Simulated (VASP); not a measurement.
Wanted: the native input for a VASP 6.6.1 run.

```yaml
Task: single point
Functional: PBE
Potentials_or_basis: VASP PAW PBE potentials, release 64 (Na_pv, I)
Cutoff: 500 eV
k_mesh: 6 × 6 × 6
Occupations: gaussian, width 0.1 eV
Spin: no spin polarisation
Dipole_correction: no
Further_INCAR_settings: ALGO = Normal; EDIFF = 1e-06; NBANDS = 14
```

The structure of NaI lies in POSCAR:

```
NaI
1.0
    0.0000000000      3.2364000000      3.2364000000
    3.2364000000      0.0000000000      3.2364000000
    3.2364000000      3.2364000000      0.0000000000
Na I
1 1
Direct
    0.0000000000      0.0000000000      0.0000000000
    0.5000000000      0.5000000000      0.5000000000
```

The input as run:

INCAR

```
PREC = Accurate
ENCUT = 500
EDIFF = 1E-6
ISMEAR = 0
SIGMA = 0.1
LREAL = False
LASPH = True
NELM = 120
ALGO = Normal
ISIF = 2
LWAVE = False
LCHARG = False
GGA = PE
NBANDS = 14
GGA_COMPAT = False
```

KPOINTS

```
Automatic mesh
0
Gamma
  6 6 6
```

Potentials or basis: VASP PAW PBE potentials, release 64 (Na_pv, I).

Launch:

```sh
$ cat potpaw_PBE.64/Na_pv/POTCAR potpaw_PBE.64/I/POTCAR > POTCAR
$ mpirun -np 1 vasp_std > vasp.out
```

It gave:

```yaml
Pressure: 0.4 GPa
Band_gap_on_the_k_mesh: 3.64 eV, direct
```

Caveat: spin-orbit coupling is left out, which moves the levels of the heavy elements.

Wall time 18 s on 1 thread of Intel(R) Xeon(R) Platinum 8488C (Sapphire Rapids), with other jobs on the host, peak memory 0.2 GiB.
